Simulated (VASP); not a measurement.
Input of a VASP 6.6.1 run:

Contents of POSCAR:

```
S
1.0
    3.4292459824      0.0000000000      0.0000000000
   -1.7146229912      2.9698141366      0.0000000000
    0.0000000000      0.0000000000      6.7388657113
S
4
Direct
    0.0000000000      0.0000000000      0.0000000000
    0.0000000000      0.0000000000      0.5000000000
    0.3333333333      0.6666666667      0.7500000000
    0.6666666667      0.3333333333      0.2500000000
```

File INCAR.step1:

```
SYSTEM = S
PREC = Accurate ; ENCUT = 600
ISMEAR = 0 ; SIGMA = 0.1
LREAL = .FALSE. ; LASPH = .TRUE.
NELM = 80 ; GGA = PE
ALGO = Normal ; EDIFF = 1E-4
LWAVE = .TRUE. ; LCHARG = .FALSE.
```

Contents of INCAR.step2:

```
SYSTEM = S
PREC = Accurate ; ENCUT = 600
EDIFF = 1E-7 ; ISMEAR = 0
SIGMA = 0.1 ; LREAL = .FALSE.
LASPH = .TRUE. ; NELM = 80
ALGO = Normal ; ISIF = 3
LWAVE = .FALSE. ; LCHARG = .FALSE.
METAGGA = R2SCAN ; LMIXTAU = .TRUE.
IBRION = 2 ; NSW = 90
EDIFFG = -0.04 ; ISTART = 1
```

File KPOINTS:

```
regular mesh
0
G
  6 6 4
  0 0 0
```

Potentials or basis: VASP PAW PBE potentials, release 64 (S).

Run with:

```sh
$ cat potpaw_PBE.64/S/POTCAR > POTCAR
$ cp INCAR.step1 INCAR
$ mpirun -np 1 vasp_std > vasp.out
$ cp INCAR.step2 INCAR
$ mpirun -np 1 vasp_std > vasp.out
```

Task: What does it give for the band gap on the k mesh?

Result: Zero (bands 12 and 13 overlap by 2.76 eV).

Task: What does it give for the relaxed volume?

Result: 17.01 Å³/atom.

Task: What does it give for the relaxed cell?

Result: a = 3.411 Å, b = 3.411 Å, c = 6.754 Å, α = 90.00°, β = 90.00°, γ = 120.00°.

Task: Predict the space group after relaxing (to 0.1 Å).

Result: P6_3/mmc (No. 194).

Final structure:
```
CELL_PARAMETERS angstrom
3.41054 0.00000 0.00000
-1.70527 2.95362 0.00000
0.00000 0.00000 6.75428
ATOMIC_POSITIONS crystal
S 0.00000 0.00000 0.00000
S 0.00000 0.00000 0.50000
S 0.33333 0.66667 0.75000
S 0.66667 0.33333 0.25000
```

Caveat: the PAW data sets were made with another functional, which shifts forces and pressure a little.
